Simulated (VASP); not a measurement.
Sn8O14F (a cell with a defect): single point with PBE

System: Sn8O14F (a cell with a defect).

```
CELL_PARAMETERS angstrom
-4.73800 -4.73800 0.00000
4.73800 -4.73800 0.00000
0.00000 0.00000 6.37300
ATOMIC_POSITIONS crystal
Sn 0.50226 0.50384 0.99652
Sn 0.01800 0.49547 0.24770
Sn 0.50632 0.50330 0.49769
Sn 0.99418 0.49580 0.74943
Sn 0.91233 0.99068 0.01077
Sn 0.45023 0.00424 0.27449
Sn 0.00561 0.99718 0.50582
Sn 0.55722 0.00432 0.74701
O 0.19990 0.49318 0.98850
O 0.03607 0.18297 0.24154
O 0.80823 0.50670 0.01132
O 0.03982 0.80821 0.24530
O 0.20128 0.49245 0.50745
O 0.96987 0.18940 0.75603
O 0.81093 0.50158 0.48681
O 0.98751 0.80357 0.75587
O 0.48698 0.70416 0.24522
O 0.49505 0.30213 0.24451
O 0.69951 0.99828 0.46343
O 0.51719 0.70056 0.74853
O 0.30834 0.00803 0.54481
O 0.52317 0.30714 0.74955
F 0.33823 0.00394 0.98313
```

- Program: VASP 6.6.1
- Task: single point
- Functional: PBE
- Potentials or basis: VASP PAW PBE potentials, release 64 (Sn_d, O, F)
- Cutoff: 520 eV
- k mesh: 2 × 2 × 2
- Occupations: gaussian, width 0.02 eV
- Spin: no spin polarisation
- Dipole correction: no
- Charge: 1
- Further INCAR settings: LREAL = Auto; ALGO = Normal; EDIFF = 1e-06; NBANDS = 118; NELECT = 202.0

The largest force is 0.976 eV/Å.

Forces in eV/Å, atoms in the order of the input:
```
Sn  -0.019  0.003 -0.040
Sn   0.038  0.028 -0.025
Sn  -0.044 -0.005  0.013
Sn  -0.026 -0.056  0.012
Sn   0.007 -0.079 -0.027
Sn  -0.430 -0.361 -0.032
Sn  -0.086 -0.112 -0.026
Sn  -0.002  0.038  0.254
O   -0.012 -0.033  0.030
O    0.204  0.091 -0.019
O    0.010  0.015 -0.044
O    0.099  0.139 -0.043
O   -0.008 -0.042 -0.043
O   -0.067 -0.088  0.040
O    0.002  0.003  0.042
O    0.000 -0.031  0.031
O   -0.095 -0.053 -0.049
O   -0.068 -0.069 -0.050
O   -0.090 -0.079  0.215
O    0.006  0.021  0.015
O   -0.089 -0.051 -0.156
O   -0.014  0.034  0.010
F    0.686  0.687 -0.109
```

Levels at points of the mesh, in eV from the Fermi level:
```
           k point  band 97  band 98  band 99  band 100  band 101  band 102  band 103  band 104  band 105  band 106
(0.00, 0.00, 0.00)    -1.49    -1.40    -1.32     -1.27     -0.81      1.54      2.43      2.92      3.90      4.53
(0.50, 0.00, 0.00)    -1.50    -1.48    -1.10     -1.04     -0.57      1.49      2.43      3.20      4.32      4.69
(0.00, 0.50, 0.00)    -1.51    -1.43    -1.36     -1.20     -0.31      2.32      2.76      2.99      3.72      4.67
(0.50, 0.50, 0.00)    -1.38    -1.35    -1.22     -1.13     -0.47      2.26      3.31      3.43      3.76      4.28
(0.00, 0.00, 0.50)    -1.32    -1.29    -1.16     -1.10     -0.49      1.38      2.48      3.54      3.91      4.18
(0.50, 0.00, 0.50)    -1.23    -1.17    -1.11     -0.97     -0.49      1.75      2.33      3.72      4.13      4.91
(0.00, 0.50, 0.50)    -1.34    -1.31    -1.22     -1.18     -0.30      2.24      3.21      3.64      3.68      4.32
(0.50, 0.50, 0.50)    -1.47    -1.42    -1.32     -1.28     -0.18      2.35      2.96      4.42      4.55      4.64
```

Wall time 9.4 min on 1 thread of Intel Xeon 8259CL, with other jobs on the host, peak memory 0.44 GiB.

Caveat: the k points lie up to 0.49 Å⁻¹ apart; the cell carries a net charge on a neutralising background, which shifts energy and pressure; the cell is charged against a uniform background, so pressure and absolute levels hang on convention; spin-orbit coupling is left out, which moves the levels of the heavy elements.
